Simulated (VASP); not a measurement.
# CuO: single point with LDA+U

The system is CuO.

```
Cu O
1.0
     3.17953    0.00000    0.00000
    -1.58977    2.75356    0.00000
     0.00000    0.00000    4.43149
Cu O
2 2
Direct
  0.00000 0.00000 0.00000
  0.00000 0.00000 0.50000
  0.33333 0.66667 0.25000
  0.66667 0.33333 0.75000
```

```yaml
Program: VASP 6.6.1
Task: single point
Functional: LDA
Potentials_or_basis: VASP PAW LDA potentials, release 64 (Cu_sv_GW, O)
Cutoff: 610 eV
k_mesh: 10 × 10 × 6
Occupations: fermi-dirac, width 0.05 eV
Spin: no spin polarisation
Hubbard_terms: Cu d U = 1.0 eV
Dipole_correction: no
k_mesh_for_the_DOS: 15 × 15 × 9
Occupations_for_the_DOS: tetrahedron
Further_INCAR_settings: ALGO = Normal; EDIFF = 1e-06; NBANDS = 33
```

| Quantity | Value |
| --- | --- |
| Valence electrons inside the program's atomic spheres | Cu 17.55; O 4.85 |

Levels at points of the mesh, in eV from the Fermi level:
| k point | band 21 | band 22 | band 23 | band 24 | band 25 | band 26 | band 27 | band 28 | band 29 | band 30 |
| --- | --- | --- | --- | --- | --- | --- | --- | --- | --- | --- |
| (0.00, 0.00, 0.00) | -1.56 | -1.56 | -1.51 | -0.19 | 0.60 | 0.60 | 1.48 | 5.04 | 11.32 | 12.14 |

Eigenvalues of the final occupation matrices:
```
    site  spin  trace               eigenvalues
site 1 d     1   4.48  0.85 0.85 0.92 0.94 0.94
site 1 d     2   4.48  0.85 0.85 0.92 0.94 0.94
site 2 d     1   4.48  0.85 0.85 0.92 0.94 0.94
site 2 d     2   4.48  0.85 0.85 0.92 0.94 0.94
```

Run time: 2.9 min on 1 thread of Intel(R) Xeon(R) Platinum 8488C (Sapphire Rapids) (shared host), peak memory 0.32 GiB.

Caveat: U without spin polarisation on a metal has little footing.
